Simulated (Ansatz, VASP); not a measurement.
# BN in VASP and in Ansatz

```
CELL_PARAMETERS angstrom
2.50399 0.00000 0.00000
-1.25200 2.16852 0.00000
0.00000 0.00000 6.66120
ATOMIC_POSITIONS crystal
B 0.38010 0.70090 0.25000
B 0.61990 0.29910 0.75000
N 0.28661 0.63247 0.75000
N 0.71339 0.36753 0.25000
```

Change from the starting cell: mode 4 (44.6 1/cm) frozen in, largest displacement +0.105 Å.

Alike in both runs: task single point; functional PBE; k mesh 12 × 12 × 4; occupations gaussian, width 0.05 eV; no spin polarisation.

|  | VASP | Ansatz |
| --- | --- | --- |
| version | VASP 6.6.1 | Ansatz 0.2.0 |
| potentials or method | VASP PAW PBE potentials, release 64 (B, N), cutoff 520 eV | scalar-relativistic, plane waves, PAW |
| valence electrons in the cell | 16 | 16 |

Ansatz gave:

* gap on the k mesh at the Fermi level (eV): 3.99
* least direct gap on the mesh (eV): 4.38
* pressure (GPa): 3.3
* traceless stress, the component that is largest in VASP (GPa): -0.39
* rms of the force components (eV/Å): 0.007

Problem. What did VASP give for the same quantities?

Solution. gap on the k mesh at the Fermi level (eV): 3.99; least direct gap on the mesh (eV): 4.37; pressure (GPa): 3.4; traceless stress, the component that is largest in VASP (GPa): -0.59; rms of the force components (eV/Å): 0.007.

Atom by atom the forces differ by 0.000 eV/Å (rms over components).
